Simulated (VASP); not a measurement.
Input of a VASP 6.6.1 run:

The input POSCAR:

```
C
1.0
    1.1973256878      0.6912763082      3.5143613814
   -1.1973256878      0.6912763082      3.5143613814
    0.0000000000     -1.3825526163      3.5143613814
C
2
Direct
    0.1640000000      0.1640000000      0.1640000000
    0.8360000000      0.8360000000      0.8360000000
```

Contents of INCAR.step1:

```
PREC = Accurate
ENCUT = 520
ISMEAR = 0
SIGMA = 0.05
LREAL = False
LASPH = True
NELM = 60
NBANDS = 11
GGA = PE
ALGO = Normal
EDIFF = 1E-4
LWAVE = True
LCHARG = False
```

Contents of INCAR.step2:

```
PREC = Accurate
ENCUT = 520
EDIFF = 1E-6
ISMEAR = 0
SIGMA = 0.05
LREAL = False
LASPH = True
NELM = 60
ALGO = Normal
ISIF = 2
LWAVE = False
LCHARG = False
METAGGA = R2SCAN
LMIXTAU = True
NBANDS = 11
ISTART = 1
```

KPOINTS

```
Automatic mesh
0
Gamma
  12 12 12
```

Potentials or basis: VASP PAW PBE potentials, release 64 (C).

Run with:

```console
$ cat potpaw_PBE.64/C/POTCAR > POTCAR
$ cp INCAR.step1 INCAR
$ mpirun -np 1 vasp_std > vasp.out
$ cp INCAR.step2 INCAR
$ mpirun -np 1 vasp_std > vasp.out
```

Problem. Predict the largest force.

Solution. 0.940 eV/Å.

Problem. What does it give for the band gap on the k mesh?

Solution. 0.58 eV, direct.

Problem. Predict the pressure.

Solution. 23.4 GPa.

Stress tensor (GPa, compression positive):
```
35.62  0.00  0.00
 0.00 35.62  0.00
 0.00  0.00 -0.93
```

Caveat: the cell differs from its parent crystal (strain -0.025 along x and y, +0.050 along z); the PAW data sets were made with another functional, which shifts forces and pressure a little. A k mesh can miss the band edges.
